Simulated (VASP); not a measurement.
Crystal: InTe3W.

```
In Te W
1.0
     3.70816    2.14091    2.94815
    -3.70816    2.14091    2.94815
     0.00000   -4.28182    2.94815
In Te W
1 3 1
Cartesian
  0.0000 0.0000 4.4222
  -1.5647 -2.7102 4.4222
  3.1294 0.0000 4.4222
  -1.5647 2.7102 4.4222
  0.0000 0.0000 0.0000
```

- Program: VASP 6.6.1
- Task: relaxation of cell and atoms
- Functional: PBE
- Potentials or basis: VASP PAW PBE potentials, release 64 (In_d, Te, W_sv)
- Cutoff: 500 eV
- k mesh: 3 × 3 × 3
- Occupations: gaussian, width 0.1 eV
- Spin: no spin polarisation

At the start: pressure 6.4 GPa; volume 28.09 Å³/atom.

Task: Where does the relaxation end?

Result: Over 10 steps the energy falls by 84.1 meV/atom and the volume is 30.45 Å³/atom (+8.4 %); space group R32 (No. 155, to 0.05 Å).

The path:
| step | energy change (eV) | largest force (eV/Å) | pressure (GPa) | volume (Å³) |
| --- | --- | --- | --- | --- |
| 1 | 0.0000 | 0.0780 | 6.43 | 140.43 |
| 2 | -0.2298 | 0.0429 | -3.22 | 164.49 |
| 3 | -0.3165 | 0.0018 | -0.55 | 155.35 |
| 4 | -0.3675 | 0.0204 | -0.38 | 154.40 |
| 5 | -0.4162 | 0.0898 | 0.35 | 151.46 |
| 6 | -0.4179 | 0.0743 | 0.23 | 151.94 |
| 7 | -0.4186 | 0.0491 | -0.25 | 153.13 |
| 8 | -0.4188 | 0.0570 | -0.10 | 152.73 |
| 9 | -0.4196 | 0.0416 | -0.06 | 152.59 |
| 10 | -0.4204 | 0.0064 | 0.00 | 152.27 |

Final structure:
```
In Te W
1.0
     3.65387    2.10956    3.29251
    -3.65387    2.10956    3.29251
     0.00000   -4.21913    3.29251
In Te W
1 3 1
Cartesian
  0.0000 0.0000 4.9388
  -1.5309 -2.6517 4.9388
  3.0619 0.0000 4.9388
  -1.5309 2.6517 4.9388
  0.0000 0.0000 0.0000
```

Caveat: the k points lie up to 0.39 Å⁻¹ apart in the final cell.
